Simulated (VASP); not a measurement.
Crystal: Re.

```
CELL_PARAMETERS angstrom
2.72349 0.00000 0.00000
-1.36174 2.35861 0.00000
0.00000 0.00000 4.39795
ATOMIC_POSITIONS crystal
Re 0.66667 0.33333 0.75000
Re 0.33333 0.66667 0.25000
```

Base run:

- Program: VASP 6.6.1
- Functional: RPBE
- Dispersion: D4
- Potentials or basis: VASP PAW PBE potentials, release 64 (Re)
- Cutoff: 520 eV
- k mesh: 11 × 11 × 6
- Occupations: fermi-dirac, width 0.05 eV
- Spin: no spin polarisation

Its results: band gap on the k mesh zero (bands 7 and 8 overlap by 3.28 eV); pressure 13.3 GPa.

Q: The run is repeated on the same cell with these changes: functional from RPBE to r2SCAN; further incar settings from ALGO = Normal; EDIFF = 1e-07; NBANDS = 14 to ALGO = Normal; EDIFF = 1e-06; NBANDS = 14. What comes out?

A: Band gap on the k mesh zero (bands 7 and 8 overlap by 3.35 eV); pressure 15.1 GPa.

Caveats: the cell stands under pressure; the PAW data sets were made with another functional, which shifts forces and pressure a little; spin-orbit coupling is left out, which moves the levels of the heavy elements; the dispersion term is far too large for a dense solid, which distorts pressure and volume (at least some runs).
